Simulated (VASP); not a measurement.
Runs of VASP 6.6.1 on MgO. The structure is that of space group P-6m2 (No. 187), or close to it. The cells are those of the table. 

| level | cell | k mesh | screening parameter | gap on the mesh (eV) | pressure (GPa) |
| --- | --- | --- | --- | --- | --- |
| PBE0 | a = 2.938, b = 2.938, c = 2.680 Å, angles 90.0, 90.0, 120.0°, 2 atoms | 8 × 8 × 8 | - | 5.30 | -6.0 |
| HSE06 | a = 2.996, b = 2.996, c = 2.732 Å, angles 90.0, 90.0, 120.0°, 2 atoms | 6 × 6 × 6 | 0.2079 1/Å | (a) | -12.9 |
| HSE06 | a = 2.957, b = 2.957, c = 2.697 Å, angles 90.0, 90.0, 120.0°, 2 atoms | 6 × 6 × 6 | 0.2079 1/Å | 4.39 | -8.5 |
| HSE06 | a = 2.977, b = 2.977, c = 2.715 Å, angles 90.0, 90.0, 120.0°, 2 atoms | 6 × 6 × 6 | 0.2079 1/Å | (b) | -10.8 |

Alike in all rows: task single point; potentials or basis VASP PAW PBE potentials, release 64 (Mg, O); no spin polarisation; cutoff (eV) 520; smearing fermi-dirac 0.05 eV.

Problem. Estimate the missing entries.

Solution. (a) 4.08; (b) 4.23.

Caveats: the cell stands under tension; the PAW data sets were made with another functional, which shifts forces and pressure a little.

A k mesh can miss the band edges.
